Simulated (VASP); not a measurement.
# Rh (Fmmm) in VASP: single point with PBE

Aim: the single point of Rh with PBE.

Everything below comes from runs of VASP 6.6.1. Logs are shortened: lines on timing, memory, paths and dates and some standing lists are left out, and cuts for length are marked.

## Step 1: The cell of the first run

The structure is orthorhombic, space group Fmmm (No. 69). Conventional cell: a = 3.812 Å, b = 3.837 Å, c = 8.486 Å, α = 90.00°, β = 90.00°, γ = 90.00°. Rh (site symmetry mm2) has 9 Rh at 2.43 to 2.70 Å within 3.2 Å.

## Step 2: Single point, PBE

The input, INCAR:

```
SYSTEM = Rh
  PREC = Accurate
  ENCUT = 520
  EDIFF = 1E-7
  ISMEAR = 0
  SIGMA = 0.1
  LREAL = .False.
  LASPH = .True.
  NELM = 60
  ALGO = Fast
  ISIF = 2
  LWAVE = .False.
  LCHARG = .False.
  GGA = PE
  NBANDS = 38
```

The input, KPOINTS:

```
Automatic mesh
0
Gamma
  6 6 4
  0 0 0
```

The input, POSCAR:

```
Rh
1.0
    1.9184061001     -4.2429828510      0.0000000000
    1.9184061001      4.2429828510      0.0000000000
    0.0000000000      0.0000000000      3.8115054016
Rh
4
Direct
    0.1434410532      0.8565589468     -0.0000097233
    0.6434410532      0.3565589468      0.5000097233
    0.8565589468      0.1434410532      1.0000097233
    0.3565589468      0.6434410532      0.4999902767
```

Potentials or basis: VASP PAW PBE potentials, release 64 (Rh_pv).

The run is started by

```console
cat potpaw_PBE.64/Rh_pv/POTCAR > POTCAR
mpirun -np 1 vasp_std > vasp.out
```

OUTCAR:

```text
SYSTEM = Rh
   PREC = Accurate
   ENCUT = 520
   EDIFF = 1E-7
   ISMEAR = 0
   LREAL = .False.
   LASPH = .True.
   NELM = 60
   ISIF = 2
   GGA = PE

 ion  position               nearest neighbor table
   1  0.143  0.857  1.000-   3 2.43   4 2.63   4 2.63   3 2.64   3 2.64   2 2.70   2 2.70   2 2.70
                             2 2.70
   2  0.643  0.357  0.500-   4 2.43   3 2.63   3 2.63   4 2.64   4 2.64   1 2.70   1 2.70   1 2.70
                             1 2.70
   3  0.857  0.143  0.000-   1 2.43   2 2.63   2 2.63   1 2.64   1 2.64   4 2.70   4 2.70   4 2.70
                             4 2.70
   4  0.357  0.643  0.500-   2 2.43   1 2.63   1 2.63   2 2.64   2 2.64   3 2.70   3 2.70   3 2.70
                             3 2.70

  LATTYP: Found a base centered orthorhombic cell.
 ALAT       =     3.8368122002
 B/A-ratio  =     2.2117229771
 C/A-ratio  =     0.9934042123

  Lattice vectors:

 A1 = (   1.9184061001,  -4.2429828510,   0.0000000000)
 A2 = (   1.9184061001,   4.2429828510,   0.0000000000)
 A3 = (   0.0000000000,   0.0000000000,   3.8115054016)

Analysis of symmetry for initial positions (statically):
=====================================================================
 Subroutine PRICEL returns:
 Original cell was already a primitive cell.

 Routine SETGRP: Setting up the symmetry group for a
 base centered orthorhombic supercell.

 Subroutine GETGRP returns: Found  8 space group operations
 (whereof  4 operations were pure point group operations)
 out of a pool of  8 trial point group operations.

The static configuration has the point symmetry C_2h.
 The point group associated with its full space group is D_2h.

Analysis of symmetry for dynamics (positions and initial velocities):
=====================================================================
 Subroutine PRICEL returns:
 Original cell was already a primitive cell.

 Routine SETGRP: Setting up the symmetry group for a
 base centered orthorhombic supercell.

 Subroutine GETGRP returns: Found  8 space group operations
 (whereof  4 operations were pure point group operations)
 out of a pool of  8 trial point group operations.

The dynamic configuration has the point symmetry C_2h.
 The point group associated with its full space group is D_2h.

 Subroutine INISYM returns: Found  8 space group operations
 (whereof  4 operations are pure point group operations),
 and found     1 'primitive' translations

----------------------------------------------------------------------------------------

                                     Primitive cell

  volume of cell :      62.0495

  direct lattice vectors                    reciprocal lattice vectors
     1.918406100 -4.242982851  0.000000000     0.260633033 -0.117841626  0.000000000
     1.918406100  4.242982851  0.000000000     0.260633033  0.117841626  0.000000000
     0.000000000  0.000000000  3.811505402     0.000000000  0.000000000  0.262363527

  length of vectors
     4.656520744  4.656520744  3.811505402     0.286035359  0.286035359  0.262363527

  position of ions in fractional coordinates (direct lattice)
     0.143441053  0.856558947  0.999990277
     0.643441053  0.356558947  0.500009723
     0.856558947  0.143441053  0.000009723
     0.356558947  0.643441053  0.499990277

  ion indices of the primitive-cell ions
   primitive index   ion index
                 1           1
                 2           2
                 3           3
                 4           4

----------------------------------------------------------------------------------------

 KPOINTS: Automatic mesh

Automatic generation of k-mesh.
 Grid dimensions read from file:
 generate k-points for:    6    6    4

 Generating k-lattice:

  Cartesian coordinates                     Fractional coordinates (reciprocal lattice)
     0.043438839 -0.019640271  0.000000000     0.166666667  0.000000000  0.000000000
     0.043438839  0.019640271  0.000000000     0.000000000  0.166666667  0.000000000
     0.000000000  0.000000000  0.065590882     0.000000000  0.000000000  0.250000000

  Length of vectors
     0.047672560  0.047672560  0.065590882

  Shift w.r.t. Gamma in fractional coordinates (k-lattice)
     0.000000000  0.000000000  0.000000000

 Subroutine IBZKPT returns following result:
 ===========================================

 Found     39 irreducible k-points:

 Following reciprocal coordinates:
            Coordinates               Weight
  0.000000  0.000000  0.000000      1.000000
  0.166667  0.000000  0.000000      4.000000
  0.333333 -0.000000  0.000000      4.000000
  0.500000  0.000000  0.000000      2.000000
  0.166667  0.166667  0.000000      2.000000
  0.333333  0.166667  0.000000      4.000000
[... 16 lines left out ...]
  0.333333  0.333333  0.250000      4.000000
  0.500000  0.333333  0.250000      8.000000
 [... further k-points ...]
   k-points           NKPTS =     39   k-points in BZ     NKDIM =     39   number of bands    NBANDS=     38
   number of dos      NEDOS =    301   number of ions     NIONS =      4
   total plane-waves  NPLWV =  36288
   dimension x,y,z NGX =    36 NGY =   36 NGZ =   28
   dimension x,y,z NGXF=    72 NGYF=   72 NGZF=   56
   ions per type =               4
   NGX,Y,Z   is equivalent  to a cutoff of  12.85, 12.85, 12.21 a.u.
   NGXF,Y,Z  is equivalent  to a cutoff of  25.71, 25.71, 24.43 a.u.
 SYSTEM =  Rh
   PREC   = accura    normal or accurate (medium, high low for compatibility)
   ISTART =      0    job   : 0-new  1-cont  2-samecut
   ICHARG =      2    charge: 1-file 2-atom 10-const
   ISPIN  =      1    spin polarized calculation?
   LNONCOLLINEAR =      F non collinear calculations
   LSORBIT =      F    spin-orbit coupling
   LASPH  =      T    aspherical Exc in radial PAW
   ENCUT  =  520.0 eV  38.22 Ry    6.18 a.u.   8.66  8.66  7.09*2*pi/ulx,y,z
   NELM   =     60;   NELMIN=  2; NELMDL= -5     # of ELM steps
   EDIFF  = 0.1E-06   stopping-criterion for ELM
   LREAL  =      F    real-space projection
   EDIFFG = 0.1E-05   stopping-criterion for IOM
   NSW    =      0    number of steps for IOM
   IBRION =     -1    ionic relax: 0-MD 1-quasi-New 2-CG
   NFREE  =      0    steps in history (QN), initial steepest desc. (CG)
   ISIF   =      2    stress and relaxation
   ISYM   =      2    0-nonsym 1-usesym 2-fastsym
   POTIM  = 0.5000    time-step for ionic-motion
   TEBEG  =    0.0;   TEEND  =   0.0 temperature during run
   PSTRESS=    0.0 pullay stress
   NELECT =      60.0000    total number of electrons
   NUPDOWN=      -1.0000    fix difference up-down
   EMIN   =  10.00;   EMAX   =-10.00  energy-range for DOS
   EFERMI =   0.00;   METHOD = LEGACY
   ISMEAR =     0;   SIGMA  =   0.10  broadening in eV -4-tet -1-fermi 0-gaus
   EFERMI_NEDOS =   21; number of points for ismear=-14 and -15
   IALGO  =     68    algorithm
   IMIX   =      4    mixing-type and parameters
     AMIX     =   0.40;   BMIX     =  1.00
     AMIX_MAG =   1.60;   BMIX_MAG =  1.00
  volume/ion in A,a.u.               =      15.51       104.68
  Fermi-wavevector in a.u.,A,eV,Ry     =   1.618872  3.059224 35.657413  2.620746
  Thomas-Fermi vector in A             =   2.713065
   LORBIT       =      0    0 simple, 1 ext, 2 COOP (PROOUT), +10 PAW based schemes
   GGA     = PE    functional components
   LHFCALC =     F    Hartree Fock is set to
   AEXX    =    0.0000 exact exchange contribution
   IVDW    =     0    specifies the selected vdW correction
   LEPSILON=     F    determine dielectric tensor
   LRPA    =     F    only Hartree local field effects (RPA)
 non-spin polarized calculation
 RMM-DIIS sequential band-by-band and
 Gauss-broadening in eV      SIGMA  =   0.10
  energy-cutoff  :      520.00
  volume of cell :       62.05
 maximum number of plane-waves:      1690
 NGX is ok and might be reduce to    36
   NGX = 17   NGY = 17   NGZ = 15

 number of electron      60.0000028 magnetization

 Free energy of the ion-electron system (eV)
  ---------------------------------------------------
  ext. energy  EPLUGINS =         0.00000000
  ---------------------------------------------------
  free energy    TOTEN  =       -27.67426947 eV

  energy without entropy =      -27.64468116  energy(sigma->0) =      -27.65947531

 E-fermi :   9.9985     XC(G=0): -13.1432

 val. band max:        9.9799738222   @ k =   0.3333  -0.0000   0.2500
 cond. band min:      10.0004033716   @ k =   0.5000   0.1667   0.0000
 fundamental gap:      0.0204295494
 Fermi energy:         9.9984624164

 k-point     1 :       0.0000    0.0000    0.0000
  band No.  band energies     occupation
      1     -37.2047      2.00000
      2     -36.9260      2.00000
      3     -36.8897      2.00000
      4     -36.8181      2.00000
      5     -36.6001      2.00000
      6     -36.5524      2.00000
[... 30 lines left out ...]
     37      18.6940      0.00000
     38      19.7020      0.00000

 k-point     2 :       0.1667    0.0000    0.0000
  band No.  band energies     occupation
      1     -37.1775      2.00000
      2     -36.9335      2.00000
      3     -36.8620      2.00000
      4     -36.8004      2.00000
      5     -36.5788      2.00000
      6     -36.5378      2.00000
[... 30 lines left out ...]
     37      17.2349      0.00000
     38      19.2191      0.00000

 k-point     3 :       0.3333   -0.0000    0.0000
  band No.  band energies     occupation
      1     -37.1073      2.00000
      2     -36.9630      2.00000
      3     -36.7862      2.00000
      4     -36.7441      2.00000
      5     -36.5761      2.00000
      6     -36.5676      2.00000
[... 30 lines left out ...]
     37      18.0046      0.00000
     38      20.9472      0.00000

 k-point     4 :       0.5000    0.0000    0.0000
  band No.  band energies     occupation
      1     -37.0244      2.00000
      2     -37.0244      2.00000
      3     -36.6818      2.00000
      4     -36.6818      2.00000
      5     -36.6601      2.00000
      6     -36.6601      2.00000
[... 30 lines left out ...]
     37      20.8277      0.00000
     38      20.8277      0.00000
[... 703 lines left out ...]
      4     -36.7808      2.00000
      5     -36.5822      2.00000
      6     -36.5529      2.00000
[... 30 lines left out ...]
     37      18.7098      0.00000
     38      20.5784      0.00000

 k-point    23 :       0.3333    0.3333    0.2500
  band No.  band energies     occupation
      1     -37.0517      2.00000
      2     -36.9501      2.00000
      3     -36.7996      2.00000
      4     -36.7347      2.00000
      5     -36.7050      2.00000
      6     -36.6216      2.00000
[... 30 lines left out ...]
     37      16.4025      0.00000
     38      17.7600      0.00000

 k-point    24 :       0.5000    0.3333    0.2500
  band No.  band energies     occupation
      1     -36.9883      2.00000
      2     -36.9236      2.00000
      3     -36.8114      2.00000
      4     -36.7579      2.00000
      5     -36.6993      2.00000
      6     -36.5526      2.00000
[... 30 lines left out ...]
     37      16.1648      0.00000
     38      19.9912      0.00000

 [... further k-points ...]
[... 5 lines left out ...]
  --------------------------------------------------------------------------------------
  -------------------------------------------------------------------------------------
  Total       -0.1484256      0.0916988     -0.0602955      0.0000000      0.0000000      0.0000000
  in kB       -3.8324906      2.3677489     -1.5568867      0.0000000      0.0000000      0.0000000
  external PRESSURE =      -1.0072094 kB  Pullay stress =       0.0000000 kB

 VOLUME and BASIS-vectors are now :
 -----------------------------------------------------------------------------
  energy-cutoff  :      520.00
  volume of cell :       62.05
      direct lattice vectors                 reciprocal lattice vectors
     1.918406100 -4.242982851  0.000000000     0.260633033 -0.117841626  0.000000000
     1.918406100  4.242982851  0.000000000     0.260633033  0.117841626  0.000000000
     0.000000000  0.000000000  3.811505402     0.000000000  0.000000000  0.262363527

 POSITION                                       TOTAL-FORCE (eV/Angst)
 -----------------------------------------------------------------------------------
      1.91841      3.02575      3.81147         0.000000      0.012881      0.000416
      1.91841     -1.21724      1.90579         0.000000      0.012881     -0.000416
      1.91841     -3.02575      0.00004         0.000000     -0.012881     -0.000416
      1.91841      1.21724      1.90572         0.000000     -0.012881      0.000416
 -----------------------------------------------------------------------------------
    total drift:                                0.000000     -0.000000     -0.000000

  FREE ENERGIE OF THE ION-ELECTRON SYSTEM (eV)
  ---------------------------------------------------
  free  energy   TOTEN  =       -27.6742694656 eV

  energy  without entropy=      -27.6446811585  energy(sigma->0) =      -27.65947531
```

Run time: 62 s. Hardware: 1 thread of AMD EPYC 9R45 (Zen 5), shared host; peak memory 0.18 GiB.

Results:

```yaml
Free_energy: -27.6743 eV
Pressure: -0.1 GPa
Largest_force: 0.013 eV/Å
Band_gap_on_the_k_mesh: zero (bands 30 and 31 overlap by 1.51 eV)
```

Forces in eV/Å, atoms in the order of the input:
```
Rh   0.000  0.013  0.000
Rh   0.000  0.013  0.000
Rh   0.000 -0.013  0.000
Rh   0.000 -0.013  0.000
```

Caveat: the k points lie up to 0.41 Å⁻¹ apart, too coarse for converged energies and pressures of a metal.

The gap in the log of VASP goes by the Fermi energy; the results here count the filled bands.